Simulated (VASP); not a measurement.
SnO2, 12 atoms in the cell. The structure is monoclinic, space group Cm (No. 8). Conventional cell: a = 5.607 Å, b = 3.237 Å, c = 4.680 Å, α = 90.00°, β = 113.54°, γ = 90.00°. Within 2.5 Å of Sn (site symmetry m) lie 6 O at 1.91 to 2.23 Å. O (site symmetry m) has 3 Sn at 2.11 to 2.14 Å and 4 O at 2.66 to 2.87 Å within 2.9 Å. Within 2.5 Å of O (site symmetry m) lie 3 Sn at 1.92 to 2.23 Å.  This cell differs from its parent crystal: atoms displaced along several vibrational modes.

| Property | Result |
| --- | --- |
| Program | VASP 6.6.1 |
| Task | single point |
| Functional | PBE |
| Dispersion | D3(BJ) |
| Potentials or basis | VASP PAW PBE potentials, release 64 (Sn_d, O) |
| Cutoff | 520 eV |
| k mesh | 6 × 6 × 6 |
| Occupations | gaussian, width 0.05 eV |
| Spin | no spin polarisation |
| Dipole correction | no |
| Further INCAR settings | ALGO = Normal; EDIFF = 1e-06; NBANDS = 64 |

Potentials or basis: VASP PAW PBE potentials, release 64 (Sn_d, O).

Launch:

```bash
$ cat potpaw_PBE.64/Sn_d/POTCAR potpaw_PBE.64/O/POTCAR > POTCAR
$ mpirun -np 1 vasp_std > vasp.out
```

Hardware: 1 thread of Oxide Virtual Turin-like Processor, with other jobs on the host.

Task: How long does it take, and how much memory?

Result: Run time: 8.7 min on 1 thread of Oxide Virtual Turin-like Processor, with other jobs on the host, peak memory 0.53 GiB. Counts: scf iterations 14, k points 68.
